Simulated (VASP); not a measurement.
# NbAs (I4_1md) in VASP: notebook

The runs below take NbAs through single point, with PBEsol.

Everything below comes from runs of VASP 6.6.1. Logs are shortened: lines on timing, memory, paths and dates and some standing lists are left out, and cuts for length are marked.

## 1. The cell of the first run

The structure is tetragonal, space group I4_1md (No. 109). The conventional cell has a = 3.439 Å, b = 3.439 Å, c = 11.593 Å, α = 90.00°, β = 90.00°, γ = 90.00°. Within 3.5 Å of Nb (site symmetry 2mm) lie 6 As at 2.60 to 2.61 Å and 8 Nb at 3.37 to 3.44 Å. As (site symmetry 2mm) has 6 Nb at 2.60 to 2.61 Å and 8 As at 3.37 to 3.44 Å within 3.5 Å.

## 2. Single point, PBEsol

The input, INCAR:

```
PREC     = Accurate       # precision mode
ENCUT    = 520            # plane-wave cutoff, eV
EDIFF    = 1E-6           # SCF threshold, eV
ISMEAR   = 0              # smearing method
SIGMA    = 0.1            # smearing width, eV
LREAL    = False          # projectors in reciprocal space
LASPH    = True           # aspherical terms in the spheres
NELM     = 100            # most SCF steps
ALGO     = Normal         # electronic algorithm
ISIF     = 2              # what is computed and relaxed
LWAVE    = False          # write WAVECAR
LCHARG   = False          # write CHGCAR
GGA      = PS             # functional
NBANDS   = 26             # bands
```

The input, KPOINTS:

```
regular mesh
0
Gamma
  18 18 18
```

The input, POSCAR:

```
NbAs
1.0
   -1.7196532135      1.7196532135      5.7965408270
    1.7196532135     -1.7196532135      5.7965408270
    1.7196532135      1.7196532135     -5.7965408270
Nb As
2 2
Direct
    0.7487437889      0.7487437889      0.0000000000
    0.4987437889     -0.0012562111      0.5000000000
    0.1672562111      0.1672562111      0.0000000000
    0.9172562111      0.4172562111      0.5000000000
```

Potentials or basis: VASP PAW PBE potentials, release 64 (Nb_sv, As).

On the command line:

```console
> cat potpaw_PBE.64/Nb_sv/POTCAR potpaw_PBE.64/As/POTCAR > POTCAR
> mpirun -np 1 vasp_std > vasp.out
```

OUTCAR:

```text
PREC = Accurate
   ENCUT = 520
   EDIFF = 1E-6
   ISMEAR = 0
   LREAL = False
   LASPH = True
   NELM = 100
   ISIF = 2
   GGA = PS

 ion  position               nearest neighbor table
   1  0.749  0.749  0.000-   4 2.60   4 2.60   3 2.61   3 2.61   3 2.61   3 2.61
   2  0.499  0.999  0.500-   3 2.60   3 2.60   4 2.61   4 2.61   4 2.61   4 2.61
   3  0.167  0.167  0.000-   2 2.60   2 2.60   1 2.61   1 2.61   1 2.61   1 2.61
   4  0.917  0.417  0.500-   1 2.60   1 2.60   2 2.61   2 2.61   2 2.61   2 2.61

  LATTYP: Found a body centered tetragonal cell.
 ALAT       =     3.4393064270
 C/A-ratio  =     3.3707614893

  Lattice vectors:

 A1 = (  -1.7196532135,   1.7196532135,   5.7965408270)
 A2 = (   1.7196532135,  -1.7196532135,   5.7965408270)
 A3 = (   1.7196532135,   1.7196532135,  -5.7965408270)

Analysis of symmetry for initial positions (statically):
=====================================================================
 Subroutine PRICEL returns:
 Original cell was already a primitive cell.

 Routine SETGRP: Setting up the symmetry group for a
 body centered tetragonal supercell.

 Subroutine GETGRP returns: Found  8 space group operations
 (whereof  4 operations were pure point group operations)
 out of a pool of 16 trial point group operations.

The static configuration has the point symmetry C_2v.
 The point group associated with its full space group is C_4v.

Analysis of symmetry for dynamics (positions and initial velocities):
=====================================================================
 Subroutine PRICEL returns:
 Original cell was already a primitive cell.

 Routine SETGRP: Setting up the symmetry group for a
 body centered tetragonal supercell.

 Subroutine GETGRP returns: Found  8 space group operations
 (whereof  4 operations were pure point group operations)
 out of a pool of 16 trial point group operations.

The dynamic configuration has the point symmetry C_2v.
 The point group associated with its full space group is C_4v.

 Subroutine INISYM returns: Found  8 space group operations
 (whereof  4 operations are pure point group operations),
 and found     1 'primitive' translations

----------------------------------------------------------------------------------------

                                     Primitive cell

  volume of cell :      68.5663

  direct lattice vectors                    reciprocal lattice vectors
    -1.719653213  1.719653213  5.796540827     0.000000000  0.290756297  0.086258342
     1.719653213 -1.719653213  5.796540827     0.290756297  0.000000000  0.086258342
     1.719653213  1.719653213 -5.796540827     0.290756297  0.290756297  0.000000000

  length of vectors
     6.286040082  6.286040082  6.286040082     0.303281595  0.303281595  0.411191498

  position of ions in fractional coordinates (direct lattice)
     0.748743789  0.748743789  0.000000000
     0.498743789  0.998743789  0.500000000
     0.167256211  0.167256211  0.000000000
     0.917256211  0.417256211  0.500000000

  ion indices of the primitive-cell ions
   primitive index   ion index
                 1           1
                 2           2
                 3           3
                 4           4

----------------------------------------------------------------------------------------

 KPOINTS: regular mesh

Automatic generation of k-mesh.
 Grid dimensions read from file:
 generate k-points for:   18   18   18

 Generating k-lattice:

  Cartesian coordinates                     Fractional coordinates (reciprocal lattice)
     0.000000000  0.016153128  0.004792130     0.055555556  0.000000000 -0.000000000
     0.016153128  0.000000000  0.004792130     0.000000000  0.055555556 -0.000000000
     0.016153128  0.016153128  0.000000000     0.000000000  0.000000000  0.055555556

  Length of vectors
     0.016848977  0.016848977  0.022843972

  Shift w.r.t. Gamma in fractional coordinates (k-lattice)
     0.000000000  0.000000000  0.000000000

 Subroutine IBZKPT returns following result:
 ===========================================

 Found    480 irreducible k-points:

 Following reciprocal coordinates:
            Coordinates               Weight
  0.000000  0.000000  0.000000      1.000000
  0.055556  0.000000 -0.000000      8.000000
  0.111111  0.000000 -0.000000      8.000000
  0.166667 -0.000000  0.000000      8.000000
  0.222222 -0.000000  0.000000      8.000000
  0.277778  0.000000 -0.000000      8.000000
[... 16 lines left out ...]
 -0.277778  0.055556  0.000000     16.000000
 -0.222222  0.055556  0.000000     16.000000
 [... further k-points ...]
   k-points           NKPTS =    480   k-points in BZ     NKDIM =    480   number of bands    NBANDS=     26
   number of dos      NEDOS =    301   number of ions     NIONS =      4
   total plane-waves  NPLWV = 110592
   dimension x,y,z NGX =    48 NGY =   48 NGZ =   48
   dimension x,y,z NGXF=    96 NGYF=   96 NGZF=   96
   ions per type =               2   2
   NGX,Y,Z   is equivalent  to a cutoff of  12.69, 12.69, 12.69 a.u.
   NGXF,Y,Z  is equivalent  to a cutoff of  25.39, 25.39, 25.39 a.u.
 SYSTEM =  unknown system
   PREC   = accura    normal or accurate (medium, high low for compatibility)
   ISTART =      0    job   : 0-new  1-cont  2-samecut
   ICHARG =      2    charge: 1-file 2-atom 10-const
   ISPIN  =      1    spin polarized calculation?
   LNONCOLLINEAR =      F non collinear calculations
   LSORBIT =      F    spin-orbit coupling
   LASPH  =      T    aspherical Exc in radial PAW
   ENCUT  =  520.0 eV  38.22 Ry    6.18 a.u.  11.69 11.69 11.69*2*pi/ulx,y,z
   NELM   =    100;   NELMIN=  2; NELMDL= -5     # of ELM steps
   EDIFF  = 0.1E-05   stopping-criterion for ELM
   LREAL  =      F    real-space projection
   EDIFFG = 0.1E-04   stopping-criterion for IOM
   NSW    =      0    number of steps for IOM
   IBRION =     -1    ionic relax: 0-MD 1-quasi-New 2-CG
   NFREE  =      0    steps in history (QN), initial steepest desc. (CG)
   ISIF   =      2    stress and relaxation
   ISYM   =      2    0-nonsym 1-usesym 2-fastsym
   POTIM  = 0.5000    time-step for ionic-motion
   TEBEG  =    0.0;   TEEND  =   0.0 temperature during run
   PSTRESS=    0.0 pullay stress
   NELECT =      36.0000    total number of electrons
   NUPDOWN=      -1.0000    fix difference up-down
   EMIN   =  10.00;   EMAX   =-10.00  energy-range for DOS
   EFERMI =   0.00;   METHOD = LEGACY
   ISMEAR =     0;   SIGMA  =   0.10  broadening in eV -4-tet -1-fermi 0-gaus
   EFERMI_NEDOS =   21; number of points for ismear=-14 and -15
   IALGO  =     38    algorithm
   IMIX   =      4    mixing-type and parameters
     AMIX     =   0.40;   BMIX     =  1.00
     AMIX_MAG =   1.60;   BMIX_MAG =  1.00
  volume/ion in A,a.u.               =      17.14       115.68
  Fermi-wavevector in a.u.,A,eV,Ry     =   1.320704  2.495768 23.732081  1.744259
  Thomas-Fermi vector in A             =   2.450511
   LORBIT       =      0    0 simple, 1 ext, 2 COOP (PROOUT), +10 PAW based schemes
   GGA     = PS    functional components
   LHFCALC =     F    Hartree Fock is set to
   AEXX    =    0.0000 exact exchange contribution
   IVDW    =     0    specifies the selected vdW correction
   LEPSILON=     F    determine dielectric tensor
   LRPA    =     F    only Hartree local field effects (RPA)
 non-spin polarized calculation
 Gauss-broadening in eV      SIGMA  =   0.10
  energy-cutoff  :      520.00
  volume of cell :       68.57
 maximum number of plane-waves:      1864
   NGX = 23   NGY = 23   NGZ = 23

 number of electron      36.0000001 magnetization

 Free energy of the ion-electron system (eV)
  ---------------------------------------------------
  ext. energy  EPLUGINS =         0.00000000
  ---------------------------------------------------
  free energy    TOTEN  =       -35.12703209 eV

  energy without entropy =      -35.12463616  energy(sigma->0) =      -35.12583412

 E-fermi :   9.6979     XC(G=0): -12.0354

 val. band max:        9.6948835719   @ k =  -0.1111   0.3889   0.1111
 cond. band min:       9.7004832439   @ k =  -0.0556   0.5000   0.0556
 fundamental gap:      0.0055996720
 Fermi energy:         9.6978672765

 k-point     1 :       0.0000    0.0000    0.0000
  band No.  band energies     occupation
      1     -45.2902      2.00000
      2     -45.2587      2.00000
      3     -21.5511      2.00000
      4     -21.4334      2.00000
      5     -21.4334      2.00000
      6     -21.2766      2.00000
[... 18 lines left out ...]
     25      13.6630      0.00000
     26      13.6641      0.00000

 k-point     2 :       0.0556    0.0000   -0.0000
  band No.  band energies     occupation
      1     -45.2896      2.00000
      2     -45.2585      2.00000
      3     -21.5488      2.00000
      4     -21.4400      2.00000
      5     -21.4328      2.00000
      6     -21.2832      2.00000
[... 18 lines left out ...]
     25      13.7550      0.00000
     26      13.8018      0.00000

 k-point     3 :       0.1111    0.0000   -0.0000
  band No.  band energies     occupation
      1     -45.2880      2.00000
      2     -45.2579      2.00000
      3     -21.5427      2.00000
      4     -21.4583      2.00000
      5     -21.4310      2.00000
      6     -21.3016      2.00000
[... 18 lines left out ...]
     25      13.9110      0.00000
     26      14.1709      0.00000

 k-point     4 :       0.1667   -0.0000    0.0000
  band No.  band energies     occupation
      1     -45.2854      2.00000
      2     -45.2571      2.00000
      3     -21.5371      2.00000
      4     -21.4821      2.00000
      5     -21.4283      2.00000
      6     -21.3286      2.00000
[... 18 lines left out ...]
     25      14.0915      0.00000
     26      14.6680      0.00000

 k-point     5 :       0.2222   -0.0000    0.0000
  band No.  band energies     occupation
      1     -45.2822      2.00000
      2     -45.2562      2.00000
      3     -21.5486      2.00000
      4     -21.4927      2.00000
      5     -21.4249      2.00000
      6     -21.3601      2.00000
[... 18 lines left out ...]
     25      14.2178      0.00000
     26      15.1851      0.00000

 k-point     6 :       0.2778    0.0000   -0.0000
  band No.  band energies     occupation
      1     -45.2787      2.00000
      2     -45.2553      2.00000
      3     -21.5807      2.00000
      4     -21.4850      2.00000
      5     -21.4212      2.00000
      6     -21.3905      2.00000
[... 427 lines left out ...]
 k-point    21 :      -0.3889    0.0556   -0.0000
  band No.  band energies     occupation
      1     -45.2721      2.00000
      2     -45.2535      2.00000
      3     -21.6431      2.00000
      4     -21.4828      2.00000
      5     -21.4240      2.00000
      6     -21.4142      2.00000
[... 18 lines left out ...]
     25      14.2578      0.00000
     26      16.0300      0.00000

 k-point    22 :      -0.3333    0.0556    0.0000
  band No.  band energies     occupation
      1     -45.2751      2.00000
      2     -45.2539      2.00000
      3     -21.6141      2.00000
      4     -21.4790      2.00000
      5     -21.4242      2.00000
      6     -21.4125      2.00000
[... 18 lines left out ...]
     25      14.2425      0.00000
     26      15.8382      0.00000

 k-point    23 :      -0.2778    0.0556    0.0000
  band No.  band energies     occupation
      1     -45.2786      2.00000
      2     -45.2546      2.00000
      3     -21.5797      2.00000
      4     -21.4866      2.00000
      5     -21.4270      2.00000
      6     -21.3910      2.00000
[... 18 lines left out ...]
     25      14.3511      0.00000
     26      15.4847      0.00000

 k-point    24 :      -0.2222    0.0556    0.0000
  band No.  band energies     occupation
      1     -45.2821      2.00000
      2     -45.2555      2.00000
      3     -21.5484      2.00000
      4     -21.4937      2.00000
      5     -21.4307      2.00000
      6     -21.3600      2.00000
[... 18 lines left out ...]
     25      14.3348      0.00000
     26      15.0279      0.00000

 [... further k-points ...]

------------------------ aborting loop because EDIFF is reached ----------------------------------------

  FORCE on cell =-STRESS in cart. coord.  units (eV):
  Direction    XX          YY          ZZ          XY          YZ          ZX
  --------------------------------------------------------------------------------------
  -------------------------------------------------------------------------------------
  Total        0.0814573      0.0814573      0.0425445      0.0000000      0.0000000      0.0000000
  in kB        1.9033998      1.9033998      0.9941300      0.0000000      0.0000000      0.0000000
  external PRESSURE =       1.6003099 kB  Pullay stress =       0.0000000 kB

 VOLUME and BASIS-vectors are now :
 -----------------------------------------------------------------------------
  energy-cutoff  :      520.00
  volume of cell :       68.57
      direct lattice vectors                 reciprocal lattice vectors
    -1.719653213  1.719653213  5.796540827     0.000000000  0.290756297  0.086258342
     1.719653213 -1.719653213  5.796540827     0.290756297  0.000000000  0.086258342
     1.719653213  1.719653213 -5.796540827     0.290756297  0.290756297  0.000000000

 POSITION                                       TOTAL-FORCE (eV/Angst)
 -----------------------------------------------------------------------------------
      0.00000      0.00000      8.68025         0.000000     -0.000000     -0.000993
      1.71965     -0.00000      5.78198        -0.000000      0.000000     -0.000993
      0.00000      0.00000      1.93901         0.000000      0.000000      0.000993
      0.00000      1.71965      4.83729        -0.000000     -0.000000      0.000993
 -----------------------------------------------------------------------------------
    total drift:                                0.000000      0.000000     -0.000214

  FREE ENERGIE OF THE ION-ELECTRON SYSTEM (eV)
  ---------------------------------------------------
  free  energy   TOTEN  =       -35.1270320862 eV

  energy  without entropy=      -35.1246361624  energy(sigma->0) =      -35.12583412
```

Run time: 16 min. Hardware: 1 thread of Intel Xeon 6975P-C (Granite Rapids), shared host; peak memory 0.89 GiB.

Results:

| Quantity | Value |
| --- | --- |
| Free energy | -35.1270 eV |
| Pressure | 0.2 GPa |
| Band gap on the k mesh | zero (bands 18 and 19 overlap by 0.04 eV) |

Stress tensor (GPa, compression positive):
```
0.19 0.00 0.00
0.00 0.19 0.00
0.00 0.00 0.10
```

Caveat: the PAW data sets were made with another functional, which shifts forces and pressure a little.

## 3. Single point, PBEsol

This run uses another cell than the first one, of 16.29 Å³/atom.

The input, INCAR:

```
ALGO = Normal
EDIFF = 1E-7
ENCUT = 520
GGA = PS
ISIF = 2
ISMEAR = 0
LASPH = T
LCHARG = F
LREAL = F
LWAVE = F
NBANDS = 26
NELM = 60
PREC = Accurate
SIGMA = 0.1
```

The input, KPOINTS:

```
k-points
0
Gamma
  18 18 18
```

The input, POSCAR:

```
NbAs
1.0
   -1.6965992459      1.6965992459      5.6584312677
    1.6965992459     -1.6965992459      5.6584312677
    1.6965992459      1.6965992459     -5.6584312677
Nb As
2 2
Direct
    0.7482988808      0.7482988808      0.0000000000
    0.4982988808     -0.0017011192      0.5000000000
    0.1677011192      0.1677011192      0.0000000000
    0.9177011192      0.4177011192      0.5000000000
```

Potentials or basis: VASP PAW PBE potentials, release 64 (Nb_sv, As).

On the command line:

```console
> cat potpaw_PBE.64/Nb_sv/POTCAR potpaw_PBE.64/As/POTCAR > POTCAR
> mpirun -np 1 vasp_std > vasp.out
```

Run time: 24 min. Hardware: 1 thread of AMD EPYC 9R14 (Zen 4), shared host; peak memory 0.84 GiB.

The run converged. Its results:

- Free energy: -35.0197 eV
- Pressure: 10.2 GPa
- Band gap on the k mesh: zero (bands 18 and 19 overlap by 0.02 eV)

Forces on the atoms (eV/Å):
```
Nb   0.000  0.000 -0.003
Nb   0.000  0.000 -0.003
As   0.000  0.000  0.003
As   0.000  0.000  0.003
```

Stress tensor (GPa, compression positive):
```
10.27  0.00  0.00
 0.00 10.27  0.00
 0.00  0.00 10.15
```

Levels at points of the mesh, in eV from the Fermi level:
```
           k point  band 15  band 16  band 17  band 18  band 19  band 20  band 21  band 22
(0.00, 0.00, 0.00)    -2.25    -1.79    -1.44    -1.44     0.69     1.37     2.73     3.20
(0.50, 0.00, 0.00)    -2.45    -1.82    -1.50     0.02     0.03     1.31     2.29     2.55
(0.50, 0.50, 0.00)    -2.86    -2.86    -0.67    -0.67     2.61     2.61     2.95     2.95
(0.50, 0.50, 0.50)    -2.78    -2.78    -0.53    -0.53     1.01     1.01     2.17     2.17
```

Caveat: the cell stands under pressure; the PAW data sets were made with another functional, which shifts forces and pressure a little.

## 4. Single point, PBEsol

This run uses another cell than the first one, of 16.69 Å³/atom.

The input, INCAR:

```
SYSTEM = NbAs
PREC = Accurate
ENCUT = 520
EDIFF = 1E-6
ISMEAR = 0
SIGMA = 0.1
LREAL = .FALSE.
LASPH = .TRUE.
NELM = 60
ALGO = Normal
ISIF = 2
LWAVE = .FALSE.
LCHARG = .FALSE.
GGA = PS
NBANDS = 26
```

The input, KPOINTS:

```
regular mesh
0
G
  18 18 18
  0 0 0
```

The input, POSCAR:

```
NbAs
1.0
   -1.7074126354      1.7074126354      5.7237574078
    1.7074126354     -1.7074126354      5.7237574078
    1.7074126354      1.7074126354     -5.7237574078
Nb As
2 2
Direct
    0.7485206372      0.7485206372      0.0000000000
    0.4985206372     -0.0014793628      0.5000000000
    0.1674793628      0.1674793628      0.0000000000
    0.9174793628      0.4174793628      0.5000000000
```

On the command line:

```console
> cat potpaw_PBE.64/Nb_sv/POTCAR potpaw_PBE.64/As/POTCAR > POTCAR
> mpirun -np 1 vasp_std > vasp.out
```

It took 24 min on 1 thread of AMD EPYC 9R14 (Zen 4), shared host; peak memory 0.85 GiB.

It converged, with:

| Item | Value |
| --- | --- |
| Free energy | -35.0965 eV |
| Pressure | 5.2 GPa |

Stress tensor (GPa, compression positive):
```
5.23 0.00 0.00
0.00 5.23 0.00
0.00 0.00 5.12
```

Levels at points of the mesh, in eV from the Fermi level:
```csv
k point,band 14,band 15,band 16,band 17,band 18,band 19,band 20,band 21,band 22,band 23
"(0.00, 0.00, 0.00)",-2.29,-2.18,-1.76,-1.42,-1.42,0.70,1.33,2.62,3.13,3.13
"(0.50, 0.00, 0.00)",-3.36,-2.37,-1.82,-1.47,-0.01,0.04,1.26,2.23,2.44,2.91
"(0.50, 0.50, 0.00)",-4.80,-2.84,-2.84,-0.65,-0.65,2.54,2.54,2.85,2.85,3.87
"(0.50, 0.50, 0.50)",-2.75,-2.69,-2.69,-0.53,-0.53,1.00,1.00,2.09,2.09,3.46
```

Caveat: the cell stands under pressure; the PAW data sets were made with another functional, which shifts forces and pressure a little.

## 5. Overview

```csv
cell,gap on the mesh (eV),pressure (GPa)
"a = 6.286 Å, angles 148.2, 148.2, 45.5°, 4 atoms",none,0.2
"a = 6.146 Å, angles 148.0, 148.0, 46.0°, 4 atoms",none,10.2
"a = 6.212 Å, angles 148.1, 148.1, 45.7°, 4 atoms",-,5.2
```

Alike in all rows: task single point; level PBEsol; potentials or basis VASP PAW PBE potentials, release 64 (Nb_sv, As); no spin polarisation; k mesh 18 × 18 × 18; cutoff (eV) 520; smearing gaussian 0.1 eV.

Caveats: the PAW data sets were made with another functional, which shifts forces and pressure a little; the cell stands under pressure (at least some runs).

Absolute energies hang on the potentials; compare differences alone.
